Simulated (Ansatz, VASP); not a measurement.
## One calculation of BeS, two programs

```
Be S
1.0
     0.00000    2.29680    2.29680
     2.29680    0.00000    2.29680
     2.29680    2.29680    0.00000
Be S
1 1
Cartesian
  0.0000 0.0000 0.0000
  1.1484 1.1484 1.1484
```

Change from the starting cell: volume scaled by 0.84, PAW files.

Alike in both runs: task single point; functional r2SCAN; k mesh 15 × 15 × 15; occupations fermi-dirac, width 0.05 eV; no spin polarisation.

|  | VASP | Ansatz |
| --- | --- | --- |
| version | VASP 6.6.1 | Ansatz 0.2.0 |
| potentials or method | VASP PAW PBE potentials, release 64 (Be, S) | PAW with Ansatz's default frozen-core files, scalar-relativistic |
| plane-wave cutoff (eV) | 520 | 500 |
| valence electrons in the cell | 8 | 8 |

|  | VASP | Ansatz | Ansatz less VASP |
| --- | --- | --- | --- |
| gap on the k mesh at the Fermi level (eV) | 3.18 | 3.17 | -0.008 |
| pressure (GPa) | 23.7 | 23.5 | -0.20 |

VASP's potentials were made for PBE, not for r2SCAN.
